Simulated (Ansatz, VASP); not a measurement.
**Ti in VASP and in Ansatz**

The input INCAR:

```
ALGO = Fast ; EDIFF = 1E-7
ENCUT = 520 ; GGA = PE
ISIF = 2 ; ISMEAR = 0
LASPH = T ; LCHARG = F
LREAL = F ; LWAVE = F
NBANDS = 19 ; NELM = 60
PREC = Accurate ; SIGMA = 0.15
```

The input KPOINTS:

```
k-points
0
Gamma
  14 14 14
```

File POSCAR:

```
Ti
1.0
    0.0000000000     -3.2552372153      0.0000000000
   -3.2552372153      0.0000000000      0.0000000000
    0.0000000000      0.0000000000     -3.2552372153
Ti
2
Direct
    0.5355734444      0.5474312592      0.5000000000
   -0.0355734444     -0.0474312592      0.0000000000
```

Input for Ansatz:

```yaml
crystal:
  lattice:
    - [0.0, -3.2552372153, 0.0]
    - [-3.2552372153, 0.0, 0.0]
    - [0.0, 0.0, -3.2552372153]
  atoms:
    - { symbol: Ti, position: [0.5355734444, 0.5474312592, 0.5] }
    - { symbol: Ti, position: [-0.0355734444, -0.0474312592, 0.0] }
basis:
  ecutwfc: 520.0
kpoints:
  mp_grid: { grid: [14, 14, 14] }
hamiltonian:
  xc: pbe
  pseudopotentials: { kind: paw, azcp: { folder: soft_1 } }
scf:
  occupations: { method: gaussian, width: 0.15 }
output:
  forces: true
  stress: true
  eigenvalues: true
```

Change from the starting cell: mode 4 frozen in at -0.154 Å and mode 5 at -0.116 Å (largest displacements).

Alike in both runs: task single point; functional PBE; k mesh 14 × 14 × 14; occupations gaussian, width 0.15 eV; no spin polarisation.

|  | VASP | Ansatz |
| --- | --- | --- |
| version | VASP 6.6.1 | Ansatz 0.2.0 |
| potentials or method | VASP PAW PBE potentials, release 64 (Ti_sv), cutoff 520 eV | scalar-relativistic, plane waves, PAW |
| valence electrons in the cell | 24 | 24 |

VASP gave:

| Property | Result |
| --- | --- |
| gap on the k mesh at the Fermi level (eV) | none |
| pressure (GPa) | 3.1 |
| traceless stress, the component that is largest in VASP (GPa) | 3.37 |
| rms of the force components (eV/Å) | 1.239 |

Q: Estimate Ansatz's values.

A: gap on the k mesh at the Fermi level (eV): none; pressure (GPa): 3.3; traceless stress, the component that is largest in VASP (GPa): 3.27; rms of the force components (eV/Å): 1.233.

Atom by atom the forces differ by 0.006 eV/Å (rms over components). A gap of «none» marks a metal or a gap that the smearing closes.
